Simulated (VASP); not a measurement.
# TiAl3 (I4/mmm) in VASP: relaxation of shape and atoms at fixed volume with PBE

Aim: the relaxation of shape and atoms at fixed volume of TiAl3 with PBE.

Program: VASP 6.6.1. These are calculated values, not measurements. Logs are shortened: lines on timing, memory, paths and dates and some standing lists are left out, and cuts for length are marked.

## Step 1: The cell of the first run

Symmetry: I4/mmm, No. 139, tetragonal system. Conventional cell: a = 3.807 Å, b = 3.807 Å, c = 8.535 Å, α = 90.00°, β = 90.00°, γ = 90.00°. Within 3.5 Å of Ti (site symmetry 4/mmm) lie 12 Al at 2.69 to 2.86 Å. Al (site symmetry 4/mmm) has 4 Ti at 2.69 Å and 8 Al at 2.86 Å within 3.5 Å. Al (site symmetry -4m2) has 8 Al at 2.69 to 2.86 Å and 4 Ti at 2.86 Å within 3.5 Å.

## Step 2: Relaxation of shape and atoms at fixed volume, PBE (15.46 Å³/atom)

INCAR reads:

```
ALGO = Fast
EDIFF = 1E-7
EDIFFG = -0.01
ENCUT = 600
GGA = PE
IBRION = 2
ISIF = 4
ISMEAR = 0
LASPH = T
LCHARG = F
LREAL = F
LWAVE = F
NELM = 60
NSW = 50
PREC = Accurate
SIGMA = 0.1
```

KPOINTS reads:

```
k-points
0
Gamma
  18 18 18
```

POSCAR reads:

```
TiAl3
1.0
   -1.9033110028      1.9033110028      4.2676270080
    1.9033110028     -1.9033110028      4.2676270080
    1.9033110028      1.9033110028     -4.2676270080
Ti Al
1 3
Direct
    0.0000000000      0.0000000000      0.0000000000
    0.5000000000      0.5000000000      0.0000000000
    0.7500000000      0.2500000000      0.5000000000
    0.2500000000      0.7500000000      0.5000000000
```

Potentials or basis: VASP PAW PBE potentials, release 64 (Ti_sv, Al).

On the command line:

```bash
$ cat potpaw_PBE.64/Ti_sv/POTCAR potpaw_PBE.64/Al/POTCAR > POTCAR
$ mpirun -np 1 vasp_std > vasp.out
```

OUTCAR:

```text
EDIFF = 1E-7
   EDIFFG = -0.01
   ENCUT = 600
   GGA = PE
   IBRION = 2
   ISIF = 4
   ISMEAR = 0
   LASPH = T
   LREAL = F
   NELM = 60
   NSW = 50
   PREC = Accurate

 ion  position               nearest neighbor table
   1  0.000  0.000  0.000-   2 2.69   2 2.69   2 2.69   2 2.69   4 2.86   3 2.86   4 2.86   4 2.86
                             3 2.86   3 2.86   4 2.86   3 2.86
   2  0.500  0.500  0.000-   1 2.69   1 2.69   1 2.69   1 2.69   4 2.86   3 2.86   4 2.86   3 2.86
                             4 2.86   4 2.86   3 2.86   3 2.86
   3  0.750  0.250  0.500-   4 2.69   4 2.69   4 2.69   4 2.69   2 2.86   1 2.86   2 2.86   1 2.86
                             2 2.86   2 2.86   1 2.86   1 2.86
   4  0.250  0.750  0.500-   3 2.69   3 2.69   3 2.69   3 2.69   2 2.86   1 2.86   2 2.86   2 2.86
                             1 2.86   1 2.86   2 2.86   1 2.86

  LATTYP: Found a body centered tetragonal cell.
 ALAT       =     3.8066220056
 C/A-ratio  =     2.2422121249

  Lattice vectors:

 A1 = (  -1.9033110028,   1.9033110028,   4.2676270080)
 A2 = (   1.9033110028,  -1.9033110028,   4.2676270080)
 A3 = (   1.9033110028,   1.9033110028,  -4.2676270080)

Analysis of symmetry for initial positions (statically):
=====================================================================
 Subroutine PRICEL returns:
 Original cell was already a primitive cell.

 Routine SETGRP: Setting up the symmetry group for a
 body centered tetragonal supercell.

 Subroutine GETGRP returns: Found 16 space group operations
 (whereof 16 operations were pure point group operations)
 out of a pool of 16 trial point group operations.

The static configuration has the point symmetry D_4h.

Analysis of symmetry for dynamics (positions and initial velocities):
=====================================================================
 Subroutine PRICEL returns:
 Original cell was already a primitive cell.

 Routine SETGRP: Setting up the symmetry group for a
 body centered tetragonal supercell.

 Subroutine GETGRP returns: Found 16 space group operations
 (whereof 16 operations were pure point group operations)
 out of a pool of 16 trial point group operations.

The dynamic configuration has the point symmetry D_4h.

 Subroutine INISYM returns: Found 16 space group operations
 (whereof 16 operations are pure point group operations),
 and found     1 'primitive' translations

----------------------------------------------------------------------------------------

[... 169 lines left out ...]
      0.00000      0.00000      0.00000        -0.000000     -0.000000     -0.000000
      0.00000      0.00000      4.26763        -0.000000     -0.000000     -0.000000
     -0.00000      1.90331      2.13381         0.000000     -0.000000      0.000000
      1.90331     -0.00000      2.13381        -0.000000      0.000000     -0.000000
 -----------------------------------------------------------------------------------
    total drift:                               -0.000000     -0.000000     -0.000000

  FREE ENERGIE OF THE ION-ELECTRON SYSTEM (eV)
  ---------------------------------------------------
  free  energy   TOTEN  =       -20.6461988407 eV

  energy  without entropy=      -20.6378811458  energy(sigma->0) =      -20.64203999

--------------------------------------- Ionic step        2  -------------------------------------------

 number of electron      20.9999999 magnetization

 Free energy of the ion-electron system (eV)
  ---------------------------------------------------
  ext. energy  EPLUGINS =         0.00000000
  ---------------------------------------------------
  free energy    TOTEN  =       -20.64622465 eV

  energy without entropy =      -20.63788236  energy(sigma->0) =      -20.64205351

 E-fermi :   8.4798     XC(G=0): -10.8394

 val. band max:        8.4787779789   @ k =  -0.3333  -0.3333   0.2778
 cond. band min:       8.4839938065   @ k =  -0.3333  -0.3333   0.0556
 fundamental gap:      0.0052158277
 Fermi energy:         8.4797545986

 k-point     1 :       0.0000    0.0000    0.0000
  band No.  band energies     occupation
      1     -47.9352      2.00000
      2     -24.2558      2.00000
      3     -24.2558      2.00000
      4     -24.1772      2.00000
      5      -1.7097      2.00000
      6       5.6038      2.00000
      7       5.8253      2.00000
      8       7.0460      2.00000
      9       7.2346      2.00000
     10       7.2346      2.00000
     11       9.3270      0.00000
     12      10.2507      0.00000
     13      10.2508      0.00000
     14      10.7181      0.00000
[... 377 lines left out ...]
      1     -47.9346      2.00000
      2     -24.2679      2.00000
      3     -24.2558      2.00000
      4     -24.1765      2.00000
      5      -1.1044      2.00000
      6       4.6143      2.00000
      7       5.6601      2.00000
      8       6.3519      2.00000
      9       7.1714      2.00000
     10       7.4474      2.00000
     11       8.2353      1.99946
     12       9.7196      0.00000
     13      10.4357      0.00000
     14      11.3768      0.00000

 [... further k-points ...]

------------------------ aborting loop because EDIFF is reached ----------------------------------------

  FORCE on cell =-STRESS in cart. coord.  units (eV):
  Direction    XX          YY          ZZ          XY          YZ          ZX
  --------------------------------------------------------------------------------------
  -------------------------------------------------------------------------------------
  Total        1.3107609      1.3107609      1.2998117      0.0000000     -0.0000000      0.0000000
  in kB       33.9600323     33.9600323     33.6763548      0.0000000     -0.0000000      0.0000000
  external PRESSURE =      33.8654731 kB  Pullay stress =       0.0000000 kB

 VOLUME and BASIS-vectors are now :
 -----------------------------------------------------------------------------
  energy-cutoff  :      600.00
  volume of cell :       61.84
      direct lattice vectors                 reciprocal lattice vectors
    -1.903860589  1.903860589  4.265163499     0.000000000  0.262624271  0.117228800
     1.903860589 -1.903860589  4.265163499     0.262624271  0.000000000  0.117228800
     1.903860589  1.903860589 -4.265163499     0.262624271  0.262624271  0.000000000

 POSITION                                       TOTAL-FORCE (eV/Angst)
 -----------------------------------------------------------------------------------
      1.90386      1.90386      4.26516         0.000000     -0.000000     -0.000000
      1.90386      1.90386      0.00000         0.000000     -0.000000     -0.000000
      0.00000      1.90386      2.13258         0.000000     -0.000000     -0.000000
      1.90386      0.00000      2.13258        -0.000000      0.000000      0.000000
 -----------------------------------------------------------------------------------
    total drift:                               -0.000000     -0.000000      0.000000

  FREE ENERGIE OF THE ION-ELECTRON SYSTEM (eV)
  ---------------------------------------------------
  free  energy   TOTEN  =       -20.6462246508 eV

  energy  without entropy=      -20.6378823630  energy(sigma->0) =      -20.64205351

 reached required accuracy - stopping structural energy minimisation
```

OSZICAR:

```text
N       E                     dE             d eps       ncg     rms          rms(c)
DAV:   1     0.130780621763E+03    0.13078E+03   -0.10276E+04 13440   0.155E+03
DAV:   2    -0.109196160422E+02   -0.14170E+03   -0.14013E+03 13566   0.364E+02
DAV:   3    -0.223900433335E+02   -0.11470E+02   -0.11153E+02 23604   0.856E+01
[... 61 lines left out ...]
RMM:   4    -0.206462242446E+02   -0.13689E-06   -0.89473E-06 17820   0.276E-02    0.179E-03
RMM:   5    -0.206462243557E+02   -0.11111E-06   -0.39313E-06 17295   0.150E-02    0.668E-04
RMM:   6    -0.206462245073E+02   -0.15152E-06   -0.18705E-06 13986   0.867E-03    0.404E-04
RMM:   7    -0.206462245988E+02   -0.91532E-07   -0.10338E-06 11976   0.587E-03    0.218E-04
RMM:   8    -0.206462246508E+02   -0.51994E-07   -0.69754E-07 11490   0.450E-03
   2 F= -.20646225E+02 E0= -.20642054E+02  d E =-.258101E-04
```

It took 45 min on 1 thread of AMD EPYC 9R14 (Zen 4), shared host; peak memory 0.66 GiB.

What came out:

* Free energy: -20.6462 eV
* Energy gained by relaxing: 0.0 meV/atom
* Ionic steps: 2
* Pressure after relaxing: 3.4 GPa
* Band gap on the k mesh: zero (an odd number of electrons rules out a gap without spin polarisation)

Final structure:
```
CELL_PARAMETERS angstrom
-1.90386 1.90386 4.26516
1.90386 -1.90386 4.26516
1.90386 1.90386 -4.26516
ATOMIC_POSITIONS crystal
Ti 0.00000 0.00000 0.00000
Al 0.50000 0.50000 0.00000
Al 0.75000 0.25000 0.50000
Al 0.25000 0.75000 0.50000
```
